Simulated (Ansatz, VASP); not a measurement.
**CaS: VASP beside Ansatz**

INCAR

```
ALGO = Normal ; EDIFF = 1E-6
ENCUT = 500 ; GGA = PS
GGA_COMPAT = False ; ISIF = 2
ISMEAR = 0 ; LASPH = True
LCHARG = True ; LELF = True
LREAL = False ; LVHAR = True
LWAVE = False ; NBANDS = 15
NELM = 120 ; PREC = Accurate
SIGMA = 0.05
```

The input KPOINTS:

```
k-points
0
Gamma
  8 8 8
```

Contents of POSCAR:

```
CaS
1.0
    0.0000000000      2.7719250000      2.7719250000
    2.7719250000      0.0000000000      2.7719250000
    2.7719250000      2.7719250000      0.0000000000
Ca S
1 1
Direct
    0.0000000000      0.0000000000      0.0000000000
    0.5000000000      0.5000000000      0.5000000000
```

Input for Ansatz:

```yaml
crystal:
  lattice:
    - [0.0, 2.771925, 2.771925]
    - [2.771925, 0.0, 2.771925]
    - [2.771925, 2.771925, 0.0]
  atoms:
    - { symbol: Ca, position: [0.0, 0.0, 0.0] }
    - { symbol: S, position: [0.5, 0.5, 0.5] }
basis:
  ecutwfc: 420
kpoints:
  mp_grid: { grid: [8, 8, 8] }
hamiltonian:
  xc: pbesol
scf:
  occupations: { method: gaussian, width: 0.05 }
output:
  forces: true
  stress: true
  eigenvalues: true
```

Change from the starting cell: strain -0.025 along x and y, -0.025 along z, atoms carried along.

Alike in both runs: task single point; functional PBEsol; k mesh 8 × 8 × 8; occupations gaussian, width 0.05 eV; no spin polarisation.

|  | VASP | Ansatz |
| --- | --- | --- |
| version | VASP 6.6.1 | Ansatz 0.2.0 |
| potentials or method | VASP PAW PBE potentials, release 64 (Ca_sv, S), cutoff 500 eV | scalar-relativistic, plane waves, PAW |
| valence electrons in the cell | 16 | 16 |

|  | VASP | Ansatz | Ansatz less VASP |
| --- | --- | --- | --- |
| gap on the k mesh at the Fermi level (eV) | 2.02 | 2.03 | +0.007 |
| least direct gap on the mesh (eV) | 2.90 | 2.90 | +0.006 |
| pressure (GPa) | 3.5 | 3.3 | -0.23 |

VASP's potentials were made for PBE, not for PBEsol.
